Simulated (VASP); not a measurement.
Set up this calculation in VASP 6.6.1, as the native input.

* Task: single point
* Functional: PBE
* Potentials or basis: VASP PAW PBE potentials, release 64 (Na_pv, Sr_sv, O)
* Cutoff: 520 eV
* k mesh: 6 × 6 × 4
* Occupations: gaussian, width 0.02 eV
* Spin: no spin polarisation
* Dipole correction: no
* Further INCAR settings: ALGO = Normal; EDIFF = 1e-06; NBANDS = 26

The structure of Na2SrO2 lies in POSCAR:

```
Na2SrO2
1.0
    3.7892359316      0.0000000000      0.0000000000
   -1.8946179658      3.2815745777      0.0000000000
    0.0000000000      0.0000000000      6.2713570560
Na Sr O
2 1 2
Direct
    0.6666666667      0.3333333333      0.6302770084
    0.3333333333      0.6666666667      0.3697229916
    0.0000000000      0.0000000000      0.0000000000
    0.6666666667      0.3333333333      0.2313745789
    0.3333333333      0.6666666667      0.7686254211
```

These files were run (other wordings do the same):

INCAR

```
ALGO     = Normal         # electronic algorithm
EDIFF    = 1E-6           # SCF threshold, eV
ENCUT    = 520            # plane-wave cutoff, eV
GGA      = PE             # functional
ISIF     = 2              # what is computed and relaxed
ISMEAR   = 0              # smearing method
LASPH    = T              # aspherical terms in the spheres
LCHARG   = T              # write CHGCAR
LELF     = T              # ELF
LREAL    = F              # projectors in reciprocal space
LVHAR    = T            
LWAVE    = F              # write WAVECAR
NBANDS   = 26             # bands
NELM     = 80             # most SCF steps
PREC     = Accurate       # precision mode
SIGMA    = 0.02           # smearing width, eV
```

KPOINTS

```
k-points
0
Gamma
  6 6 4
```

Potentials or basis: VASP PAW PBE potentials, release 64 (Na_pv, Sr_sv, O).

The run is started by

```console
$ cat potpaw_PBE.64/Na_pv/POTCAR potpaw_PBE.64/Sr_sv/POTCAR potpaw_PBE.64/O/POTCAR > POTCAR
$ mpirun -np 1 vasp_std > vasp.out
```

It gave:

```
Pressure               : 0.3 GPa
Largest force          : 0.029 eV/Å
Band gap on the k mesh : 2.61 eV
```

Wall time 40 s on 1 thread of Intel(R) Xeon(R) Platinum 8375C CPU @ 2.90GHz (Ice Lake), on a shared host, peak memory 0.2 GiB.
